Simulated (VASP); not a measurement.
Write the native input for VASP 6.6.1 that does the following.

```
Task                   : single point
Functional             : PBE
Potentials or basis    : VASP PAW PBE potentials, release 64 (Na_pv, F)
Cutoff                 : 600 eV
k mesh                 : 4 × 4 × 4
Occupations            : gaussian, width 0.01 eV
Spin                   : no spin polarisation
Dipole correction      : no
Further INCAR settings : ALGO = Normal; EDIFF = 1e-06; NBANDS = 14
```

The structure of NaF lies in POSCAR:

```
NaF
1.0
    0.0000000000      2.2971680799      2.2971680799
    2.2971680799      0.0000000000      2.2971680799
    2.2971680799      2.2971680799      0.0000000000
Na F
1 1
Direct
    0.0000000000      0.0000000000      0.0000000000
    0.5000000000      0.5000000000      0.5000000000
```

The input as run:

INCAR

```
SYSTEM = NaF
PREC = Accurate
ENCUT = 600
EDIFF = 1E-6
ISMEAR = 0
SIGMA = 0.01
LREAL = .FALSE.
LASPH = .TRUE.
NELM = 120
ALGO = Normal
ISIF = 2
LWAVE = .FALSE.
LCHARG = .TRUE.
GGA = PE
LELF = .TRUE.
LVHAR = .TRUE.
NBANDS = 14
GGA_COMPAT = .FALSE.
```

KPOINTS

```
Automatic mesh
0
G
  4 4 4
  0 0 0
```

Potentials or basis: VASP PAW PBE potentials, release 64 (Na_pv, F).

Run with:

```sh
$ cat potpaw_PBE.64/Na_pv/POTCAR potpaw_PBE.64/F/POTCAR > POTCAR
$ mpirun -np 1 vasp_std > vasp.out
```

It gave:

```json
{
  "Pressure": "3.4 GPa",
  "Band gap on the k mesh": "6.44 eV, direct"
}
```

Caveat: the k points lie up to 0.59 Å⁻¹ apart.

Wall time 12 s on 1 thread of Intel Xeon 8259CL, on a shared host, peak memory 0.15 GiB.
